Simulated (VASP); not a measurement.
Input of a VASP 6.6.1 run:

File INCAR:

```
PREC = Accurate
ENCUT = 600
EDIFF = 1E-6
ISMEAR = 0
SIGMA = 0.02
LREAL = F
LASPH = T
NELM = 60
ALGO = Normal
ISIF = 3
LWAVE = F
LCHARG = F
GGA = PE
IBRION = 2
NSW = 100
EDIFFG = -0.005
```

The input KPOINTS:

```
regular mesh
0
Gamma
  8 8 8
```

File POSCAR:

```
SrO
1.0
    0.0000000000      2.5698000000      2.5698000000
    2.5698000000      0.0000000000      2.5698000000
    2.5698000000      2.5698000000      0.0000000000
Sr O
1 1
Direct
    0.0000000000      0.0000000000      0.0000000000
    0.5000000000      0.5000000000      0.5000000000
```

Potentials or basis: VASP PAW PBE potentials, release 64 (Sr_sv, O).

Run with:

```sh
$ cat potpaw_PBE.64/Sr_sv/POTCAR potpaw_PBE.64/O/POTCAR > POTCAR
$ mpirun -np 1 vasp_std > vasp.out
```

Problem. What does it give for the relaxed volume?

Solution. 17.62 Å³/atom.

Problem. What does it give for the band gap on the k mesh?

Solution. 3.28 eV, indirect (least direct gap 3.39 eV).

Final structure:
```cif
data_structure
_symmetry_space_group_name_H-M 'P 1'
_symmetry_Int_Tables_number 1
_cell_length_a 3.6797
_cell_length_b 3.6797
_cell_length_c 3.6797
_cell_angle_alpha 60.000
_cell_angle_beta 60.000
_cell_angle_gamma 60.000
_cell_volume 35.23
loop_
_atom_site_label
_atom_site_type_symbol
_atom_site_fract_x
_atom_site_fract_y
_atom_site_fract_z
_atom_site_occupancy
Sr1 Sr 0.00000 0.00000 0.00000 1
O1 O 0.50000 0.50000 0.50000 1
```

A k mesh can miss the band edges. PBE usually gives volumes a little too large and moduli too small.
